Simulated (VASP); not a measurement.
CoSi2:

```
CELL_PARAMETERS angstrom
0.00000 2.67800 2.67800
2.67800 0.00000 2.67800
2.67800 2.67800 0.00000
ATOMIC_POSITIONS crystal
Co 0.00000 0.00000 0.00000
Si 0.75000 0.75000 0.75000
Si 0.25000 0.25000 0.25000
```

Base run:

```yaml
Program: VASP 6.6.1
Functional: PBEsol
Potentials_or_basis: VASP PAW PBE potentials, release 64 (Co_sv, Si)
Cutoff: 600 eV
k_mesh: 7 × 7 × 7
Occupations: fermi-dirac, width 0.05 eV
Spin: collinear spin, ferromagnetic start
Starting_moments: "[0.5, 0.0, 0.0] μB"
Fixed_moment: 0.5 μB
```

Its results: pressure -4.6 GPa; site moments Co +0.26; Si +0.04 μB.

Q: The run is repeated on the same cell with these changes: potentials or basis from VASP PAW PBE potentials, release 64 (Co_sv, Si) to VASP PAW PBE potentials, release 64 (Co, Si); cutoff from 600 eV to 520 eV; further incar settings from ALGO = Normal; EDIFF = 1e-06; NBANDS = 24 to ALGO = Normal; EDIFF = 1e-06; NBANDS = 20; valence electrons from 25 to 17. What comes out?

A: Pressure -3.6 GPa; site moments Co +0.31; Si +0.04 μB.

Caveats: the PAW data sets were made with another functional, which shifts forces and pressure a little; the total moment is fixed, so each spin has its own Fermi level.
